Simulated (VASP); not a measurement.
# NiO (F-43m) in VASP: notebook

The runs below take NiO through single point, with PBE+U.

Everything below comes from runs of VASP 6.6.1. Logs are shortened: lines on timing, memory, paths and dates and some standing lists are left out, and cuts for length are marked.

### Step 1. The cell of the first run

The structure is cubic, space group F-43m (No. 216). Conventional cell: a = 4.537 Å, b = 4.537 Å, c = 4.537 Å, α = 90.00°, β = 90.00°, γ = 90.00°. Ni (site symmetry -43m) has 4 O at 1.96 Å within 2.6 Å. Within 2.6 Å of O (site symmetry -43m) lie 4 Ni at 1.96 Å.

### Step 2. Single point, PBE+U, collinear spin, ferromagnetic start

The input, INCAR:

```
ALGO     = Normal         # electronic algorithm
EDIFF    = 1E-7           # SCF threshold, eV
ENCUT    = 520            # plane-wave cutoff, eV
GGA      = PE             # functional
ISIF     = 2              # what is computed and relaxed
ISMEAR   = 0              # smearing method
ISPIN    = 2              # spin polarisation
LASPH    = True           # aspherical terms in the spheres
LCHARG   = False          # write CHGCAR
LDAU     = True           # DFT+U
LDAUJ    = 0 0          
LDAUL    = 2 -1           # shell
LDAUPRINT= 1            
LDAUTYPE = 2            
LDAUU    = 6.2 0          # U, eV
LMAXMIX  = 4              # l up to which the mixer works
LORBIT   = 11             # projections on sites
LREAL    = False          # projectors in reciprocal space
LWAVE    = False          # write WAVECAR
MAGMOM   = 2 0            # initial moments
NBANDS   = 19             # bands
NELM     = 150            # most SCF steps
PREC     = Accurate       # precision mode
SIGMA    = 0.05           # smearing width, eV
```

The input, KPOINTS:

```
k-points
0
Gamma
  5 5 5
```

The input, POSCAR:

```
NiO
1.0
    0.0000000000      2.2685246777      2.2685246777
    2.2685246777      0.0000000000      2.2685246777
    2.2685246777      2.2685246777      0.0000000000
Ni O
1 1
Direct
    0.0000000000      0.0000000000      0.0000000000
    0.2500000000      0.2500000000      0.2500000000
```

Potentials or basis: VASP PAW PBE potentials, release 64 (Ni, O).

Command:

```bash
cat potpaw_PBE.64/Ni/POTCAR potpaw_PBE.64/O/POTCAR > POTCAR
mpirun -np 1 vasp_std > vasp.out
```

OUTCAR:

```text
EDIFF = 1E-7
   ENCUT = 520
   GGA = PE
   ISIF = 2
   ISMEAR = 0
   ISPIN = 2
   LASPH = True
   LORBIT = 11
   LREAL = False
   NELM = 150
   PREC = Accurate

 ion  position               nearest neighbor table
   1  0.000  0.000  0.000-   2 1.96   2 1.96   2 1.96   2 1.96
   2  0.250  0.250  0.250-   1 1.96   1 1.96   1 1.96   1 1.96

  LATTYP: Found a face centered cubic cell.
 ALAT       =     4.5370493554

  Lattice vectors:

 A1 = (   0.0000000000,   2.2685246777,   2.2685246777)
 A2 = (   2.2685246777,   0.0000000000,   2.2685246777)
 A3 = (   2.2685246777,   2.2685246777,   0.0000000000)

Analysis of symmetry for initial positions (statically):
=====================================================================
 Subroutine PRICEL returns:
 Original cell was already a primitive cell.

 Routine SETGRP: Setting up the symmetry group for a
 face centered cubic supercell.

 Subroutine GETGRP returns: Found 24 space group operations
 (whereof 24 operations were pure point group operations)
 out of a pool of 48 trial point group operations.

The static configuration has the point symmetry T_d .

Analysis of symmetry for dynamics (positions and initial velocities):
=====================================================================
 Subroutine PRICEL returns:
 Original cell was already a primitive cell.

 Routine SETGRP: Setting up the symmetry group for a
 face centered cubic supercell.

 Subroutine GETGRP returns: Found 24 space group operations
 (whereof 24 operations were pure point group operations)
 out of a pool of 48 trial point group operations.

The dynamic configuration has the point symmetry T_d .

Analysis of structural, dynamic, and magnetic symmetry:
=====================================================================
 Subroutine PRICEL returns:
 Original cell was already a primitive cell.

 Routine SETGRP: Setting up the symmetry group for a
 face centered cubic supercell.

 Subroutine GETGRP returns: Found 24 space group operations
 (whereof 24 operations were pure point group operations)
 out of a pool of 48 trial point group operations.

The overall configuration has the point symmetry T_d .

 Subroutine INISYM returns: Found 24 space group operations
 (whereof 24 operations are pure point group operations),
 and found     1 'primitive' translations

----------------------------------------------------------------------------------------

                                     Primitive cell

  volume of cell :      23.3486

  direct lattice vectors                    reciprocal lattice vectors
     0.000000000  2.268524678  2.268524678    -0.220407565  0.220407565  0.220407565
     2.268524678  0.000000000  2.268524678     0.220407565 -0.220407565  0.220407565
     2.268524678  2.268524678  0.000000000     0.220407565  0.220407565 -0.220407565

  length of vectors
     3.208178366  3.208178366  3.208178366     0.381757101  0.381757101  0.381757101

  position of ions in fractional coordinates (direct lattice)
     0.000000000  0.000000000  0.000000000
     0.250000000  0.250000000  0.250000000

  ion indices of the primitive-cell ions
   primitive index   ion index
                 1           1
                 2           2

----------------------------------------------------------------------------------------

 KPOINTS: k-points

Automatic generation of k-mesh.
 Grid dimensions read from file:
 generate k-points for:    5    5    5
[... 56 lines left out ...]
   ISYM   =      2    0-nonsym 1-usesym 2-fastsym
   POTIM  = 0.5000    time-step for ionic-motion
   TEBEG  =    0.0;   TEEND  =   0.0 temperature during run
   PSTRESS=    0.0 pullay stress
   NELECT =      16.0000    total number of electrons
   NUPDOWN=      -1.0000    fix difference up-down
   EMIN   =  10.00;   EMAX   =-10.00  energy-range for DOS
   EFERMI =   0.00;   METHOD = LEGACY
   ISMEAR =     0;   SIGMA  =   0.05  broadening in eV -4-tet -1-fermi 0-gaus
   EFERMI_NEDOS =   21; number of points for ismear=-14 and -15
   IALGO  =     38    algorithm
   IMIX   =      4    mixing-type and parameters
     AMIX     =   0.40;   BMIX     =  1.00
     AMIX_MAG =   1.60;   BMIX_MAG =  1.00
  volume/ion in A,a.u.               =      11.67        78.78
  Fermi-wavevector in a.u.,A,eV,Ry     =   1.443316  2.727471 28.343113  2.083160
  Thomas-Fermi vector in A             =   2.561737
   LORBIT       =     11    0 simple, 1 ext, 2 COOP (PROOUT), +10 PAW based schemes
 LDA+U is selected, type is set to LDAUTYPE =  2
   angular momentum for each species LDAUL =     2   -1
   U (eV)           for each species LDAUU =   6.2  0.0
   J (eV)           for each species LDAUJ =   0.0  0.0
   GGA     = PE    functional components
   LHFCALC =     F    Hartree Fock is set to
   AEXX    =    0.0000 exact exchange contribution
   IVDW    =     0    specifies the selected vdW correction
   LEPSILON=     F    determine dielectric tensor
   LRPA    =     F    only Hartree local field effects (RPA)
 spin polarized calculation
 Gauss-broadening in eV      SIGMA  =   0.05
  energy-cutoff  :      520.00
  volume of cell :       23.35
 maximum number of plane-waves:       635
   NGX = 11   NGY = 11   NGZ = 11

atom =   1  type =  1  l = 2

 onsite density matrix

spin component  1

  1.0098  0.0000  0.0000 -0.0000 -0.0000
  0.0000  1.0098 -0.0000  0.0000  0.0000
  0.0000 -0.0000  0.9845 -0.0000  0.0000
 -0.0000  0.0000 -0.0000  1.0098  0.0000
 -0.0000  0.0000  0.0000  0.0000  0.9845

spin component  2

  0.4621 -0.0000 -0.0000  0.0000  0.0000
 -0.0000  0.4621  0.0000 -0.0000 -0.0000
 -0.0000  0.0000  0.9713  0.0000 -0.0000
  0.0000 -0.0000  0.0000  0.4621  0.0000
  0.0000 -0.0000 -0.0000  0.0000  0.9713

 occupancies and eigenvectors

  o =  0.4621  v =  0.0000  0.0000  0.0000  0.0000  0.0000  0.0000 -0.1731 -0.0000  0.9849 -0.0000      0.0000  0.0000  0.0000  0.0000  0.0000  0.0000  0.0000  0.0000  0.0000  0.0000
  o =  0.4621  v =  0.0000  0.0000  0.0000  0.0000  0.0000  0.0000  0.9849 -0.0000  0.1731 -0.0000      0.0000  0.0000  0.0000  0.0000  0.0000  0.0000  0.0000  0.0000  0.0000  0.0000
  o =  0.4621  v =  0.0000  0.0000  0.0000  0.0000  0.0000  1.0000  0.0000  0.0000  0.0000  0.0000      0.0000  0.0000  0.0000  0.0000  0.0000  0.0000  0.0000  0.0000  0.0000  0.0000
  o =  0.9713  v =  0.0000  0.0000  0.0000  0.0000  0.0000  0.0000 -0.0000 -0.9987 -0.0000 -0.0501      0.0000  0.0000  0.0000  0.0000  0.0000  0.0000  0.0000  0.0000  0.0000  0.0000
  o =  0.9713  v =  0.0000  0.0000  0.0000  0.0000  0.0000  0.0000 -0.0000  0.0501 -0.0000 -0.9987      0.0000  0.0000  0.0000  0.0000  0.0000  0.0000  0.0000  0.0000  0.0000  0.0000
  o =  0.9845  v =  0.0000  0.0000  0.1815  0.0000 -0.9834  0.0000  0.0000  0.0000  0.0000  0.0000      0.0000  0.0000  0.0000  0.0000  0.0000  0.0000  0.0000  0.0000  0.0000  0.0000
  o =  0.9845  v =  0.0000 -0.0000  0.9834 -0.0000  0.1815  0.0000  0.0000  0.0000  0.0000  0.0000      0.0000  0.0000  0.0000  0.0000  0.0000  0.0000  0.0000  0.0000  0.0000  0.0000
  o =  1.0098  v =  0.0000  0.9642  0.0000  0.2650  0.0000  0.0000  0.0000  0.0000  0.0000  0.0000      0.0000  0.0000  0.0000  0.0000  0.0000  0.0000  0.0000  0.0000  0.0000  0.0000
  o =  1.0098  v =  1.0000  0.0000  0.0000  0.0000  0.0000  0.0000  0.0000  0.0000  0.0000  0.0000      0.0000  0.0000  0.0000  0.0000  0.0000  0.0000  0.0000  0.0000  0.0000  0.0000
  o =  1.0098  v =  0.0000 -0.2650  0.0000  0.9642  0.0000  0.0000  0.0000  0.0000  0.0000  0.0000      0.0000  0.0000  0.0000  0.0000  0.0000  0.0000  0.0000  0.0000  0.0000  0.0000

 number of electron      16.0000001 magnetization       2.0000009

 Free energy of the ion-electron system (eV)
  ---------------------------------------------------
  ext. energy  EPLUGINS =         0.00000000
  ---------------------------------------------------
  free energy    TOTEN  =        -8.72094418 eV

  energy without entropy =       -8.71835103  energy(sigma->0) =       -8.71964761

 E-fermi :   5.4371     XC(G=0): -10.9739

 val. band max:        5.4257779091   @ k =  -0.4000   0.4000   0.2000
 cond. band min:       5.5722954391   @ k =  -0.4000   0.4000   0.0000
 fundamental gap:      0.1465175301
 Fermi energy:         5.4371270820

 spin component 1

 k-point     1 :       0.0000    0.0000    0.0000
  band No.  band energies     occupation
      1     -14.3315      1.00000
      2      -2.5342      1.00000
      3      -2.5342      1.00000
      4      -2.5342      1.00000
      5      -0.0506      1.00000
      6      -0.0505      1.00000
[... 196 lines left out ...]
      5      -0.3090      1.00000
      6      -0.2770      1.00000
[... 11 lines left out ...]
     18      32.1349      0.00000
     19      33.0975      0.00000
 Fermi energy:         5.4371270820

 spin component 2

 k-point     1 :       0.0000    0.0000    0.0000
  band No.  band energies     occupation
      1     -13.8130      1.00000
      2       0.6345      1.00000
      3       0.6345      1.00000
      4       0.6346      1.00000
      5       1.0053      1.00000
      6       1.0054      1.00000
[... 197 lines left out ...]
      6       2.2619      1.00000
[... 11 lines left out ...]
     18      33.1780      0.00000
     19      33.6314      0.00000

------------------------ aborting loop because EDIFF is reached ----------------------------------------

  FORCE on cell =-STRESS in cart. coord.  units (eV):
  Direction    XX          YY          ZZ          XY          YZ          ZX
  --------------------------------------------------------------------------------------
  -------------------------------------------------------------------------------------
  Total       -1.2769176     -1.2769176     -1.2769176      0.0000000      0.0000000     -0.0000000
  in kB      -87.6219511    -87.6219511    -87.6219511      0.0000000      0.0000000     -0.0000000
  external PRESSURE =     -87.6219511 kB  Pullay stress =       0.0000000 kB

 VOLUME and BASIS-vectors are now :
 -----------------------------------------------------------------------------
  energy-cutoff  :      520.00
  volume of cell :       23.35
      direct lattice vectors                 reciprocal lattice vectors
     0.000000000  2.268524678  2.268524678    -0.220407565  0.220407565  0.220407565
     2.268524678  0.000000000  2.268524678     0.220407565 -0.220407565  0.220407565
     2.268524678  2.268524678  0.000000000     0.220407565  0.220407565 -0.220407565

 POSITION                                       TOTAL-FORCE (eV/Angst)
 -----------------------------------------------------------------------------------
      0.00000      0.00000      0.00000        -0.000000     -0.000000      0.000000
      1.13426      1.13426      1.13426         0.000000      0.000000     -0.000000
 -----------------------------------------------------------------------------------
    total drift:                                0.000000      0.000000      0.000000

  FREE ENERGIE OF THE ION-ELECTRON SYSTEM (eV)
  ---------------------------------------------------
  free  energy   TOTEN  =        -8.7209441825 eV

  energy  without entropy=       -8.7183510307  energy(sigma->0) =       -8.71964761

 total charge

# of ion       s       p       d       tot
------------------------------------------
    1        0.369   0.446   8.298   9.114
    2        1.550   3.423   0.000   4.973
--------------------------------------------------
tot          1.920   3.869   8.298  14.087

 magnetization (x)

# of ion       s       p       d       tot
------------------------------------------
    1        0.003   0.026   1.668   1.697
    2        0.013   0.293   0.000   0.306
--------------------------------------------------
tot          0.015   0.319   1.668   2.003
```

Run time: 21 s. Hardware: 1 thread of AMD EPYC 7R43 (Zen 3), shared host; peak memory 0.11 GiB.

What came out:

```
Free energy                                           : -8.7209 eV
Pressure                                              : -8.8 GPa
Band gap on the k mesh                                : zero (filled and empty bands overlap)
Net moment                                            : 2.00 μB per cell
Site moments                                          : Ni +1.70; O +0.31 μB
Valence electrons inside the program's atomic spheres : Ni 9.11; O 4.97
```

Levels at points of the mesh, in eV from the Fermi level:
Spin up:
| k point | band 6 | band 7 | band 8 | band 9 | band 10 | band 11 | band 12 | band 13 |
| --- | --- | --- | --- | --- | --- | --- | --- | --- |
| (0.00, 0.00, 0.00) | -5.49 | -1.52 | -1.52 | -1.52 | 0.23 | 13.78 | 13.78 | 13.78 |
Spin down:
```csv
k point,band 4,band 5,band 6,band 7,band 8,band 9,band 10,band 11
"(0.00, 0.00, 0.00)",-4.80,-4.43,-4.43,0.41,1.73,1.73,1.73,14.06
```

Eigenvalues of the final occupation matrices:
| site | spin | trace | eigenvalues |
| --- | --- | --- | --- |
| site 1 d | 1 | 5.00 | 0.98 0.98 1.01 1.01 1.01 |
| site 1 d | 2 | 3.33 | 0.46 0.46 0.46 0.97 0.97 |

Caveat: the k points lie up to 0.48 Å⁻¹ apart; a cell with one magnetic atom can't hold antiferromagnetic order, which such compounds often take. The state reached can hang on the start; a lower one may exist.

### Step 3. Single point, PBE+U, collinear spin, ferromagnetic start

This run uses another cell than the first one, of 12.56 Å³/atom, 1.076 times its volume.

The input, INCAR:

```
PREC = Accurate
ENCUT = 520
EDIFF = 1E-6
ISMEAR = 0
SIGMA = 0.05
LREAL = False
LASPH = True
NELM = 150
ALGO = Normal
ISIF = 2
LWAVE = False
LCHARG = True
ISPIN = 2
MAGMOM = 1.89 0
LORBIT = 11
LMAXMIX = 4
LDAU = True
LDAUTYPE = 2
LDAUL = 2 -1
LDAUU = 6.2 0
LDAUJ = 0 0
LDAUPRINT = 1
GGA = PE
LELF = True
LVHAR = True
NBANDS = 19
```

The input, KPOINTS:

```
Automatic mesh
0
Gamma
  6 6 6
```

The input, POSCAR:

```
NiO
1.0
    0.0000000000      2.3247345634      2.3247345634
    2.3247345634      0.0000000000      2.3247345634
    2.3247345634      2.3247345634      0.0000000000
Ni O
1 1
Direct
    0.0000000000      0.0000000000      0.0000000000
    0.2500000000      0.2500000000      0.2500000000
```

Potentials or basis: VASP PAW PBE potentials, release 64 (Ni, O).

Command:

```bash
cat potpaw_PBE.64/Ni/POTCAR potpaw_PBE.64/O/POTCAR > POTCAR
mpirun -np 1 vasp_std > vasp.out
```

Wall time 34 s (1 thread of AMD EPYC 7R43 (Zen 3), shared host); peak memory 0.12 GiB.

The run converged. Its results:

```yaml
Free_energy: -8.5880 eV
Pressure: -15.6 GPa
Band_gap_on_the_k_mesh: zero (filled and empty bands overlap)
Net_moment: 2.00 μB per cell
Site_moments: Ni +1.70; O +0.30 μB
Valence_electrons_inside_the_program's_atomic_spheres: Ni 8.98; O 4.94
```

Levels at points of the mesh, in eV from the Fermi level:
Spin up:
| k point | band 6 | band 7 | band 8 | band 9 | band 10 | band 11 | band 12 | band 13 |
| --- | --- | --- | --- | --- | --- | --- | --- | --- |
| (0.00, 0.00, 0.00) | -5.43 | -1.57 | -1.57 | -1.57 | 0.10 | 13.24 | 13.24 | 13.24 |
| (0.50, 0.00, 0.00) | -5.45 | -5.45 | -2.21 | -2.21 | 5.15 | 6.55 | 12.41 | 12.41 |
| (0.50, 0.50, 0.00) | -5.24 | -3.95 | -3.50 | -3.50 | 4.54 | 8.71 | 9.97 | 13.26 |
Spin down:
```csv
k point,band 4,band 5,band 6,band 7,band 8,band 9,band 10,band 11
"(0.00, 0.00, 0.00)",-4.38,-4.38,-4.38,0.29,1.58,1.58,1.58,13.53
"(0.50, 0.00, 0.00)",-5.07,-3.29,-3.29,-0.52,0.75,0.75,5.46,7.10
"(0.50, 0.50, 0.00)",-3.98,-3.98,-3.10,-1.18,0.04,0.04,5.35,9.32
```

Eigenvalues of the final occupation matrices:
```tsv
site	spin	trace	eigenvalues
site 1 d	1	4.97	0.98 0.98 1.00 1.00 1.00
site 1 d	2	3.30	0.45 0.45 0.45 0.97 0.97
```

Caveat: the k points lie up to 0.39 Å⁻¹ apart; a cell with one magnetic atom can't hold antiferromagnetic order, which such compounds often take.

### Step 4. Single point, PBE+U, collinear spin, ferromagnetic start

This run uses another cell than the first one, of 12.56 Å³/atom, 1.076 times its volume.

The input, INCAR:

```
SYSTEM = NiO
ALGO     = Normal         ! electronic algorithm
EDIFF    = 1E-7           ! SCF threshold, eV
ENCUT    = 520            ! plane-wave cutoff, eV
GGA      = PE             ! functional
ISIF     = 2              ! what is computed and relaxed
ISMEAR   = 0              ! smearing method
ISPIN    = 2              ! spin polarisation
LASPH    = .True.         ! aspherical terms in the spheres
LCHARG   = .False.        ! write CHGCAR
LDAU     = .True.         ! DFT+U
LDAUJ    = 0 0          
LDAUL    = 2 -1           ! shell
LDAUPRINT= 1            
LDAUTYPE = 2            
LDAUU    = 6.2 0          ! U, eV
LMAXMIX  = 4              ! l up to which the mixer works
LORBIT   = 11             ! projections on sites
LREAL    = .False.        ! projectors in reciprocal space
LWAVE    = .False.        ! write WAVECAR
MAGMOM   = 1.89 0         ! initial moments
NBANDS   = 19             ! bands
NELM     = 150            ! most SCF steps
PREC     = Accurate       ! precision mode
SIGMA    = 0.05           ! smearing width, eV
```

The input, KPOINTS:

```
k-points
0
Gamma
  6 6 6
  0 0 0
```

POSCAR is that of step 3.

Command:

```bash
cat potpaw_PBE.64/Ni/POTCAR potpaw_PBE.64/O/POTCAR > POTCAR
mpirun -np 1 vasp_std > vasp.out
```

Wall time 33 s (1 thread of AMD EPYC 7R43 (Zen 3), shared host); peak memory 0.11 GiB.

Results (log left out):

```yaml
Free_energy: -8.5880 eV
Pressure: -15.5 GPa
Band_gap_on_the_k_mesh: zero (filled and empty bands overlap)
Net_moment: 2.00 μB per cell
Site_moments: Ni +1.70; O +0.30 μB
Valence_electrons_inside_the_program's_atomic_spheres: Ni 8.98; O 4.94
```

Levels at points of the mesh, in eV from the Fermi level:
Spin up:
```csv
k point,band 7,band 8,band 9,band 10,band 11,band 12
"(0.00, 0.00, 0.00)",-1.57,-1.57,-1.57,0.10,13.24,13.24
"(0.50, 0.00, 0.00)",-5.46,-2.21,-2.21,5.15,6.55,12.41
"(0.50, 0.50, 0.00)",-3.95,-3.50,-3.50,4.54,8.71,9.97
```
Spin down:
```tsv
k point	band 3	band 4	band 5	band 6	band 7	band 8	band 9	band 10	band 11	band 12
(0.00, 0.00, 0.00)	-4.39	-4.38	-4.38	-4.38	0.29	1.58	1.58	1.58	13.53	13.53
(0.50, 0.00, 0.00)	-5.08	-5.08	-3.29	-3.29	-0.52	0.75	0.75	5.46	7.10	12.87
(0.50, 0.50, 0.00)	-4.19	-3.98	-3.98	-3.10	-1.18	0.04	0.04	5.35	9.32	10.20
```

Eigenvalues of the final occupation matrices:
```
    site  spin  trace               eigenvalues
site 1 d     1   4.97  0.98 0.98 1.00 1.00 1.00
site 1 d     2   3.30  0.45 0.45 0.45 0.97 0.97
```

Caveat: the k points lie up to 0.39 Å⁻¹ apart; a cell with one magnetic atom can't hold antiferromagnetic order, which such compounds often take. The state reached can hang on the start; a lower one may exist.
